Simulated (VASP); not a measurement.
Crystal: PrBe3Si.

```
Pr Be Si
1.0
     2.01683   -3.35022    0.00000
     2.01683    3.35022    0.00000
    -0.47964    0.00000    5.10648
Pr Be Si
1 3 1
Direct
  0.50000 0.50000 0.00000
  0.75350 0.24650 0.50000
  0.24650 0.75350 0.50000
  0.00000 0.00000 0.50000
  0.00000 0.00000 0.00000
```

The cell was generated, and may not be a known phase.

```yaml
Program: VASP 6.6.1
Task: relaxation of cell and atoms
Functional: PBE
Potentials_or_basis: VASP PAW PBE potentials, release 64 (Pr_3, Be, Si), 4f in core
Cutoff: 600 eV
k_mesh: 5 × 5 × 3
Occupations: gaussian, width 0.2 eV
Spin: no spin polarisation
```

At the start: pressure 49.6 GPa; volume 13.80 Å³/atom.

Problem. How do energy, volume and symmetry change on relaxing?

Solution. Over 25 steps the energy falls by 1925.4 meV/atom and the volume is 16.43 Å³/atom (+19.1 %); space group C2/m (No. 12, to 0.1 Å) before and after.

Step by step:
| step | energy change (eV) | largest force (eV/Å) | pressure (GPa) | volume (Å³) |
| --- | --- | --- | --- | --- |
| 1 | 0.0000 | 5.4770 | 49.60 | 69.01 |
| 2 | -7.4366 | 0.1322 | -8.04 | 113.84 |
| 3 | -7.6804 | 0.9590 | -2.32 | 95.26 |
| 4 | -7.8128 | 0.4670 | -5.58 | 102.47 |
| 5 | -7.8153 | 0.5475 | -5.13 | 101.20 |
| 6 | -8.1439 | 0.3569 | -2.05 | 93.23 |
| 7 | -8.1749 | 0.2614 | -0.55 | 90.55 |
| 8 | -8.1752 | 0.2484 | -0.35 | 90.22 |
| 9 | -8.2431 | 0.4554 | 0.06 | 88.72 |
| 10 | -8.4615 | 1.1645 | 1.57 | 84.04 |
| 11 | -8.6267 | 2.2249 | 10.87 | 74.05 |
| 12 | -8.6324 | 2.2197 | 10.99 | 73.96 |
| 13 | -8.6485 | 2.2006 | 11.35 | 73.71 |
| 14 | -8.6740 | 2.1431 | 12.10 | 73.20 |
| 15 | -8.6883 | 1.9474 | 13.75 | 72.14 |
| 16 | -8.7361 | 1.8491 | 13.39 | 72.31 |
| 17 | -8.8699 | 1.5589 | 12.37 | 72.81 |
| 18 | -9.0942 | 0.9981 | 10.50 | 73.81 |
| 19 | -9.3715 | 0.0691 | 7.45 | 75.74 |
| 20 | -9.3325 | 2.1862 | 3.80 | 79.37 |
| 21 | -9.4384 | 1.1055 | 5.34 | 77.56 |
| 22 | -9.5041 | 0.8560 | 4.21 | 78.38 |
| 23 | -9.6140 | 0.2690 | 1.26 | 80.85 |
| 24 | -9.6268 | 0.0812 | 0.17 | 81.93 |
| 25 | -9.6272 | 0.0472 | -0.04 | 82.15 |

Final structure:
```
Pr Be Si
1.0
     2.81273   -3.13965   -0.68004
     2.81273    3.13965   -0.68004
    -1.73990    0.00000    5.07212
Pr Be Si
1 3 1
Direct
  0.50000 0.50000 0.00000
  0.67047 0.32953 0.50000
  0.32953 0.67047 0.50000
  0.00000 0.00000 0.50000
  0.00000 0.00000 0.00000
```

Caveat: the k points lie up to 0.44 Å⁻¹ apart in the final cell, too coarse for converged energies and pressures of a metal; the volume moved by over 15 % at a fixed basis, so the end points are rough; the relaxation stopped at a loose force limit of 0.08 eV/Å, so its end isn't a converged minimum.
